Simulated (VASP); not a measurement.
# Sn2TeS3 (P-3m1) in VASP: single point with PBE

Aim: the single point of Sn2TeS3 with PBE.

Program: VASP 6.6.1. These are calculated values, not measurements. Logs are shortened: lines on timing, memory, paths and dates and some standing lists are left out, and cuts for length are marked.

## (1) The cell of the first run

It takes space group P-3m1 (No. 164, trigonal). The conventional cell has a = 4.324 Å, b = 4.324 Å, c = 8.968 Å, α = 90.00°, β = 90.00°, γ = 120.00°. Sn (site symmetry 3m) has 6 S at 2.91 to 2.94 Å and 3 Te at 3.85 Å and 3 Sn at 3.99 Å within 4.0 Å. Te (site symmetry -3m) has 6 S at 2.88 Å and 6 Sn at 3.85 Å within 3.9 Å. S (site symmetry -3m) has 6 Sn at 2.94 Å and 6 S at 3.93 Å within 4.0 Å. S (site symmetry 3m) has 3 Te at 2.88 Å and 3 Sn at 2.91 Å and 6 S at 3.82 to 3.93 Å within 4.0 Å.

## (2) Single point, PBE

The input, POSCAR:

```
Sn2TeS3
1.0
    4.3244618983      0.0000000030      0.0000000000
   -2.1622309517      3.7450938601      0.0000000000
    0.0000000000      0.0000000000      8.9681028004
Sn Te S
2 1 3
Direct
    0.3333333333      0.6666666667      0.6734860970
    0.6666666667      0.3333333333      0.3265139030
    0.0000000000      0.0000000000      0.0000000000
    0.0000000000      0.0000000000      0.5000000000
    0.3333333333      0.6666666667      0.1608728265
    0.6666666667      0.3333333333      0.8391271735
```

The input, INCAR.step1:

```
SYSTEM = Sn2TeS3
PREC     = Accurate       ! precision mode
ENCUT    = 520            ! plane-wave cutoff, eV
EDIFF    = 1E-7           ! SCF threshold, eV
ISMEAR   = 0              ! smearing method
SIGMA    = 0.1            ! smearing width, eV
LREAL    = .FALSE.        ! projectors in reciprocal space
LASPH    = .TRUE.         ! aspherical terms in the spheres
NELM     = 60             ! most SCF steps
ALGO     = Normal         ! electronic algorithm
ISIF     = 2              ! what is computed and relaxed
LWAVE    = .FALSE.        ! write WAVECAR
LCHARG   = .TRUE.         ! write CHGCAR
GGA      = PE             ! functional
NBANDS   = 35             ! bands
```

The input, KPOINTS.step1:

```
Automatic mesh
0
G
  12 12 4
  0 0 0
```

The input, INCAR.step2:

```
SYSTEM = Sn2TeS3
PREC     = Accurate       ! precision mode
ENCUT    = 520            ! plane-wave cutoff, eV
EDIFF    = 1E-7           ! SCF threshold, eV
ISMEAR   = -5             ! smearing method
SIGMA    = 0.1            ! smearing width, eV
LREAL    = .FALSE.        ! projectors in reciprocal space
LASPH    = .TRUE.         ! aspherical terms in the spheres
NELM     = 60             ! most SCF steps
ALGO     = Normal         ! electronic algorithm
ISIF     = 2              ! what is computed and relaxed
LWAVE    = .FALSE.        ! write WAVECAR
LCHARG   = .FALSE.        ! write CHGCAR
GGA      = PE             ! functional
LORBIT   = 11             ! projections on sites
NBANDS   = 35             ! bands
NEDOS    = 2001           ! points of the DOS
ICHARG   = 11             ! starting density
```

The input, KPOINTS.step2:

```
Automatic mesh
0
G
  18 18 6
  0 0 0
```

Potentials or basis: VASP PAW PBE potentials, release 64 (Sn_d, Te, S).

Run with:

```
> cat potpaw_PBE.64/Sn_d/POTCAR potpaw_PBE.64/Te/POTCAR potpaw_PBE.64/S/POTCAR > POTCAR
> cp INCAR.step1 INCAR
> cp KPOINTS.step1 KPOINTS
> mpirun -np 1 vasp_std > vasp.out
> cp INCAR.step2 INCAR
> cp KPOINTS.step2 KPOINTS
> mpirun -np 1 vasp_std > vasp.out
```

OUTCAR:

```text
SYSTEM = Sn2TeS3
   PREC = Accurate
   ENCUT = 520
   EDIFF = 1E-7
   ISMEAR = -5
   LREAL = .FALSE.
   LASPH = .TRUE.
   NELM = 60
   ISIF = 2
   GGA = PE
   LORBIT = 11
   ICHARG = 11

 ion  position               nearest neighbor table
   1  0.333  0.667  0.673-   6 2.91   6 2.91   6 2.91   4 2.94   4 2.94   4 2.94
   2  0.667  0.333  0.327-   5 2.91   5 2.91   5 2.91   4 2.94   4 2.94   4 2.94
   3  0.000  0.000  0.000-   5 2.88   6 2.88   5 2.88   6 2.88   6 2.88   5 2.88
   4  0.000  0.000  0.500-   1 2.94   2 2.94   1 2.94   2 2.94   2 2.94   1 2.94
   5  0.333  0.667  0.161-   3 2.88   3 2.88   3 2.88   2 2.91   2 2.91   2 2.91
   6  0.667  0.333  0.839-   3 2.88   3 2.88   3 2.88   1 2.91   1 2.91   1 2.91

  LATTYP: Found a hexagonal cell.
 ALAT       =     4.3244618983
 C/A-ratio  =     2.0738077965

  Lattice vectors:

 A1 = (   4.3244618983,   0.0000000030,   0.0000000000)
 A2 = (  -2.1622309517,   3.7450938601,   0.0000000000)
 A3 = (   0.0000000000,   0.0000000000,   8.9681028004)

Analysis of symmetry for initial positions (statically):
=====================================================================
 Subroutine PRICEL returns:
 Original cell was already a primitive cell.

 Routine SETGRP: Setting up the symmetry group for a
 hexagonal supercell.

 Subroutine GETGRP returns: Found 12 space group operations
 (whereof 12 operations were pure point group operations)
 out of a pool of 24 trial point group operations.

The static configuration has the point symmetry D_3d.

Analysis of symmetry for dynamics (positions and initial velocities):
=====================================================================
 Subroutine PRICEL returns:
 Original cell was already a primitive cell.

 Routine SETGRP: Setting up the symmetry group for a
 hexagonal supercell.

 Subroutine GETGRP returns: Found 12 space group operations
 (whereof 12 operations were pure point group operations)
 out of a pool of 24 trial point group operations.

The dynamic configuration has the point symmetry D_3d.

 Subroutine INISYM returns: Found 12 space group operations
 (whereof 12 operations are pure point group operations),
 and found     1 'primitive' translations

----------------------------------------------------------------------------------------

                                     Primitive cell

  volume of cell :     145.2430

[... 109 lines left out ...]
   NELECT =      52.0000    total number of electrons
   NUPDOWN=      -1.0000    fix difference up-down
   EMIN   =  10.00;   EMAX   =-10.00  energy-range for DOS
   EFERMI =   0.00;   METHOD = LEGACY
   ISMEAR =    -5;   SIGMA  =   0.10  broadening in eV -4-tet -1-fermi 0-gaus
   EFERMI_NEDOS =   21; number of points for ismear=-14 and -15
   IALGO  =     38    algorithm
   IMIX   =      4    mixing-type and parameters
     AMIX     =   0.40;   BMIX     =  1.00
     AMIX_MAG =   1.60;   BMIX_MAG =  1.00
  volume/ion in A,a.u.               =      24.21       163.36
  Fermi-wavevector in a.u.,A,eV,Ry     =   1.162459  2.196728 18.385688  1.351310
  Thomas-Fermi vector in A             =   2.299019
   LORBIT       =     11    0 simple, 1 ext, 2 COOP (PROOUT), +10 PAW based schemes
   GGA     = PE    functional components
   LHFCALC =     F    Hartree Fock is set to
   AEXX    =    0.0000 exact exchange contribution
   IVDW    =     0    specifies the selected vdW correction
   LEPSILON=     F    determine dielectric tensor
   LRPA    =     F    only Hartree local field effects (RPA)
 non-spin polarized calculation
 Fermi weights with tetrahedron method with Bloechl corrections
  energy-cutoff  :      520.00
  volume of cell :      145.24
 maximum number of plane-waves:      3938

 number of electron      52.0000007 magnetization

 Free energy of the ion-electron system (eV)
  ---------------------------------------------------
  ext. energy  EPLUGINS =         0.00000000
  ---------------------------------------------------
  free energy    TOTEN  =       -23.75505110 eV

  energy without entropy =      -23.75505110  energy(sigma->0) =      -23.75505110

 E-fermi :   6.8822     XC(G=0):  -9.8999

 val. band max:        6.9802053757   @ k =   0.2778   0.0000   0.1667
 cond. band min:       6.8696182644   @ k =   0.2778   0.0000   0.0000
 fundamental gap:     -0.1105871113
 Fermi energy:         6.8821753370

 k-point     1 :       0.0000    0.0000    0.0000
  band No.  band energies     occupation
      1     -14.9226      2.00000
      2     -14.9211      2.00000
      3     -14.9201      2.00000
      4     -14.9201      2.00000
      5     -14.9175      2.00000
      6     -14.9175      2.00000
[... 901 lines left out ...]
     34      11.3523      0.00000
     35      11.6975      0.00000

 [... further k-points ...]

------------------------ aborting loop because EDIFF is reached ----------------------------------------

  FORCE on cell =-STRESS in cart. coord.  units (eV):
  Direction    XX          YY          ZZ          XY          YZ          ZX
  --------------------------------------------------------------------------------------
  -------------------------------------------------------------------------------------
  Total       -0.0825501     -0.0825501     -0.1753310     -0.0000000      0.0000000      0.0000000
  in kB       -0.9106110     -0.9106110     -1.9340777     -0.0000000      0.0000000      0.0000000
  external PRESSURE =      -1.2517666 kB  Pullay stress =       0.0000000 kB

 VOLUME and BASIS-vectors are now :
 -----------------------------------------------------------------------------
  energy-cutoff  :      520.00
  volume of cell :      145.24
      direct lattice vectors                 reciprocal lattice vectors
     4.324461898  0.000000003  0.000000000     0.231242643  0.133508002  0.000000000
    -2.162230952  3.745093860  0.000000000    -0.000000000  0.267016005  0.000000000
     0.000000000  0.000000000  8.968102800     0.000000000  0.000000000  0.111506304

 POSITION                                       TOTAL-FORCE (eV/Angst)
 -----------------------------------------------------------------------------------
     -0.00000      2.49673      6.03989        -0.000000      0.000000     -0.002776
      2.16223      1.24836      2.92821         0.000000      0.000000      0.002776
      0.00000      0.00000      0.00000         0.000000      0.000000      0.000000
      0.00000      0.00000      4.48405         0.000000      0.000000      0.000000
     -0.00000      2.49673      1.44272         0.000000      0.000000     -0.025028
      2.16223      1.24836      7.52538         0.000000     -0.000000      0.025028
 -----------------------------------------------------------------------------------
    total drift:                               -0.000000      0.000000      0.000000

  FREE ENERGIE OF THE ION-ELECTRON SYSTEM (eV)
  ---------------------------------------------------
  free  energy   TOTEN  =       -23.7550511015 eV

  energy  without entropy=      -23.7550511015  energy(sigma->0) =      -23.75505110

 total charge

# of ion       s       p       d       tot
------------------------------------------
    1        1.370   0.657   9.992  12.019
    2        1.370   0.657   9.992  12.019
    3        1.474   1.655   0.060   3.189
    4        1.367   2.280   0.000   3.648
    5        1.392   2.226   0.000   3.618
    6        1.392   2.226   0.000   3.618
--------------------------------------------------
tot          8.365   9.700  20.044  38.109
```

OSZICAR.step1:

```text
N       E                     dE             d eps       ncg     rms          rms(c)
DAV:   1     0.494225717289E+03    0.49423E+03   -0.23344E+04  5001   0.175E+03
DAV:   2     0.542275928447E+02   -0.44000E+03   -0.42359E+03  4902   0.476E+02
DAV:   3    -0.196195779817E+02   -0.73847E+02   -0.71324E+02  5995   0.163E+02
DAV:   4    -0.244597262699E+02   -0.48401E+01   -0.47478E+01  5681   0.418E+01
DAV:   5    -0.246196761663E+02   -0.15995E+00   -0.15945E+00  6589   0.828E+00    0.148E+01
DAV:   6    -0.237348430614E+02    0.88483E+00   -0.19484E+00  6423   0.681E+00    0.874E+00
DAV:   7    -0.237650464066E+02   -0.30203E-01   -0.57727E-01  5562   0.289E+00    0.469E+00
DAV:   8    -0.237626310862E+02    0.24153E-02   -0.42496E-02  5639   0.106E+00    0.156E+00
DAV:   9    -0.237616013560E+02    0.10297E-02   -0.93108E-03  6475   0.553E-01    0.810E-01
DAV:  10    -0.237618434032E+02   -0.24205E-03   -0.15055E-03  5324   0.179E-01    0.373E-01
DAV:  11    -0.237618613947E+02   -0.17991E-04   -0.20350E-04  5980   0.743E-02    0.176E-01
DAV:  12    -0.237618724014E+02   -0.11007E-04   -0.56683E-05  5123   0.366E-02    0.241E-02
DAV:  13    -0.237618731783E+02   -0.77694E-06   -0.73483E-06  6283   0.148E-02    0.184E-02
DAV:  14    -0.237618734221E+02   -0.24381E-06   -0.71075E-07  4953   0.396E-03    0.236E-03
DAV:  15    -0.237618734426E+02   -0.20436E-07   -0.95601E-08  3260   0.165E-03
   1 F= -.23761873E+02 E0= -.23754055E+02  d E =-.156376E-01
```

Wall time 25 min (1 thread of Intel Xeon 8259CL, shared host); peak memory 0.9 GiB.

What came out:

```
Valence electrons inside the program's atomic spheres : Sn 12.02; Te 3.19; S 3.65, 3.62 (each value once)
```

Levels at points of the mesh, in eV from the Fermi level:
```csv
k point,band 23,band 24,band 25,band 26,band 27,band 28,band 29,band 30
"(0.00, 0.00, 0.00)",-2.46,-1.89,-1.87,-0.72,-0.72,-0.11,0.30,1.26
"(0.50, 0.00, 0.00)",-3.45,-2.11,-2.11,0.54,0.64,1.49,1.98,2.42
"(0.00, 0.00, 0.50)",-2.42,-2.20,-1.37,-0.94,-0.94,-0.86,1.63,2.16
"(0.50, 0.00, 0.50)",-2.65,-2.24,-0.91,0.00,0.06,1.04,2.54,2.98
```

Caveat: spin-orbit coupling is left out, which moves the levels of the heavy elements.
